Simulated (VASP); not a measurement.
MgO, 2 atoms in the cell. The structure is tetragonal, space group I4/mmm (No. 139). The conventional cell has a = 2.824 Å, b = 2.824 Å, c = 4.204 Å, α = 90.00°, β = 90.00°, γ = 90.00°. Mg (site symmetry 4/mmm) has 6 O at 2.00 to 2.10 Å within 2.6 Å. Within 2.6 Å of O (site symmetry 4/mmm) lie 6 Mg at 2.00 to 2.10 Å.  This cell differs from its parent crystal: biaxial xy strain -5.0%.

| Quantity | Value |
| --- | --- |
| Program | VASP 6.6.1 |
| Task | single point |
| Functional | r2SCAN |
| Potentials or basis | VASP PAW PBE potentials, release 64 (Mg, O) |
| Cutoff | 520 eV |
| k mesh | 10 × 10 × 10 |
| Occupations | gaussian, width 0.01 eV |
| Spin | no spin polarisation |
| Dipole correction | no |
| Further INCAR settings | ALGO = Normal; EDIFF = 1e-07; NBANDS = 11 |

Potentials or basis: VASP PAW PBE potentials, release 64 (Mg, O).

Command:

```console
$ cat potpaw_PBE.64/Mg/POTCAR potpaw_PBE.64/O/POTCAR > POTCAR
$ cp INCAR.step1 INCAR
$ mpirun -np 1 vasp_std > vasp.out
$ cp INCAR.step2 INCAR
$ mpirun -np 1 vasp_std > vasp.out
```

Hardware: 1 thread of Intel(R) Xeon(R) 6975P-C (Granite Rapids), on a shared host.

Task: How long does it take, and how much memory?

Result: It took 43 s on 1 thread of Intel(R) Xeon(R) 6975P-C (Granite Rapids), on a shared host, peak memory 0.15 GiB. Counts: k points 102.
